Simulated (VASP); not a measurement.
The system is ZrSi3.

```xyz
4
Lattice="5.0891 0.0000 0.0000 -2.5445 4.4073 0.0000 0.0000 0.0000 2.8230" Properties=species:S:1:pos:R:3 pbc="T T T"
Zr    0.0000    0.0000    1.4115
Si    2.5445    0.0000    0.0000
Si   -1.2723    2.2036    0.0000
Si    1.2723    2.2036    0.0000
```

```yaml
Program: VASP 6.6.1
Task: relaxation of cell and atoms
Functional: PBE
Potentials_or_basis: VASP PAW PBE potentials, release 64 (Zr_sv, Si)
Cutoff: 600 eV
k_mesh: 6 × 6 × 6
Occupations: gaussian, width 0.1 eV
Spin: no spin polarisation
```

At the start: pressure 0.8 GPa; volume 15.83 Å³/atom.

Q: Where does the relaxation end?

A: Over 10 steps the energy falls by 12.7 meV/atom and the volume is 16.10 Å³/atom (+1.7 %); space group P6/mmm (No. 191, to 0.05 Å).

The path:
| step | energy change (eV) | largest force (eV/Å) | pressure (GPa) | volume (Å³) |
| --- | --- | --- | --- | --- |
| 1 | 0.0000 | 0.0000 | 0.75 | 63.32 |
| 2 | -0.0041 | 0.0000 | -0.48 | 64.00 |
| 3 | -0.0044 | 0.0000 | -0.98 | 64.29 |
| 4 | -0.0074 | 0.0000 | -1.07 | 64.34 |
| 5 | -0.0209 | 0.0000 | -1.24 | 64.50 |
| 6 | -0.0480 | 0.0000 | -0.68 | 64.77 |
| 7 | 0.0317 | 0.0000 | 0.71 | 65.17 |
| 8 | -0.0504 | 0.0000 | -0.55 | 64.83 |
| 9 | -0.0504 | 0.0000 | -0.52 | 64.84 |
| 10 | -0.0508 | 0.0000 | 0.17 | 64.42 |

Final structure:
```yaml
crystal:
  lattice:
    - [4.99180, 0.00000, 0.00000]
    - [-2.49590, 4.32302, 0.00000]
    - [0.00000, 0.00000, 2.98500]
  atoms:
    - { symbol: Zr, position: [0.00000, 0.00000, 0.50000] }
    - { symbol: Si, position: [0.50000, 0.00000, 0.00000] }
    - { symbol: Si, position: [0.00000, 0.50000, 0.00000] }
    - { symbol: Si, position: [0.50000, 0.50000, 0.00000] }
```

Caveat: the k points lie up to 0.35 Å⁻¹ apart in the final cell.
